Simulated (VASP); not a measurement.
A run of VASP 6.6.1:

INCAR

```
SYSTEM = MnO
PREC = Accurate
ENCUT = 600
EDIFF = 1E-6
ISMEAR = -1
SIGMA = 0.15
LREAL = .FALSE.
LASPH = .TRUE.
NELM = 200
ALGO = Normal
ISIF = 2
LWAVE = .FALSE.
LCHARG = .TRUE.
ISPIN = 2
MAGMOM = 5 0
LORBIT = 11
LMAXMIX = 4
GGA = PE
LELF = .TRUE.
LVHAR = .TRUE.
NBANDS = 20
GGA_COMPAT = .FALSE.
```

The input KPOINTS:

```
regular mesh
0
G
  3 3 3
  0 0 0
```

Contents of POSCAR:

```
MnO
1.0
    0.0000000000      2.1750000000      2.1750000000
    2.1750000000      0.0000000000      2.1750000000
    2.1750000000      2.1750000000      0.0000000000
Mn O
1 1
Direct
    0.0000000000      0.0000000000      0.0000000000
    0.4252873563      0.4252873563     -0.4252873563
```

Potentials or basis: VASP PAW PBE potentials, release 64 (Mn_pv, O).

Command:

```console
$ cat potpaw_PBE.64/Mn_pv/POTCAR potpaw_PBE.64/O/POTCAR > POTCAR
$ mpirun -np 1 vasp_std > vasp.out
```

Hardware: 1 thread of Intel Xeon 6975P-C, on a shared host.

Estimate the wall time of this run.

It took 14 s on 1 thread of Intel Xeon 6975P-C (shared host), peak memory 0.17 GiB. Counts: scf iterations 15, k points 6.
